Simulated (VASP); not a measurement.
PbS, 2 atoms in the cell. Symmetry: I-4m2, No. 119, tetragonal system. The conventional cell has a = 4.701 Å, b = 4.701 Å, c = 6.847 Å, α = 90.00°, β = 90.00°, γ = 90.00°. Pb (site symmetry -4m2) has 4 S at 2.91 Å within 3.8 Å. Within 3.8 Å of S (site symmetry -4m2) lie 4 Pb at 2.91 Å. 

| Quantity | Value |
| --- | --- |
| Program | VASP 6.6.1 |
| Task | single point |
| Functional | PBE |
| Potentials or basis | VASP PAW PBE potentials, release 64 (Pb_d, S) |
| Cutoff | 520 eV |
| k mesh | 10 × 10 × 10 |
| Occupations | gaussian, width 0.05 eV |
| Spin | no spin polarisation |
| Dipole correction | no |
| Further INCAR settings | ALGO = Normal; EDIFF = 1e-07; NBANDS = 17 |

Potentials or basis: VASP PAW PBE potentials, release 64 (Pb_d, S).

Run with:

```sh
$ cat potpaw_PBE.64/Pb_d/POTCAR potpaw_PBE.64/S/POTCAR > POTCAR
$ mpirun -np 1 vasp_std > vasp.out
```

Hardware: 1 thread of Intel(R) Xeon(R) Platinum 8559C (Emerald Rapids), with other jobs on the host.

Problem. Estimate the wall time of this run.

Solution. It took 74 s on 1 thread of Intel(R) Xeon(R) Platinum 8559C (Emerald Rapids) (shared host), peak memory 0.28 GiB. Counts: scf iterations 15, k points 102.
